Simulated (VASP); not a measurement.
A run of VASP 6.6.1:

The input INCAR:

```
SYSTEM = Ta3N
ALGO = Normal
EDIFF = 1E-6
ENCUT = 700
GGA = CA
GGA_COMPAT = .FALSE.
ISIF = 2
ISMEAR = -1
LASPH = .TRUE.
LCHARG = .FALSE.
LREAL = .FALSE.
LWAVE = .FALSE.
NBANDS = 30
NELM = 120
PREC = Accurate
SIGMA = 0.05
```

The input KPOINTS:

```
k-points
0
G
  10 10 4
  0 0 0
```

POSCAR

```
Ta3N
1.0
    3.0523055267      0.0000000000      0.0000000000
   -1.5261527634      2.6433741262      0.0000000000
    0.0000000000      0.0000000000      7.5739671740
Ta N
3 1
Direct
    0.6666666667      0.3333333333      0.8260700000
    0.3333333333      0.6666666667      0.1739300000
    0.0000000000      0.0000000000      0.5000000000
    0.0000000000      0.0000000000      0.0000000000
```

Potentials or basis: VASP PAW LDA potentials, release 64 (Ta_sv_GW, N).

Command:

```sh
$ cat potpaw_LDA.64/Ta_sv_GW/POTCAR potpaw_LDA.64/N/POTCAR > POTCAR
$ mpirun -np 1 vasp_std > vasp.out
```

Hardware: 1 thread of AMD EPYC 7R13 Processor (Zen 3), with other jobs on the host.

Estimate the wall time of this run.

Run time: 2.5 min on 1 thread of AMD EPYC 7R13 Processor (Zen 3) (shared host), peak memory 0.24 GiB. Counts: scf iterations 17, k points 50.
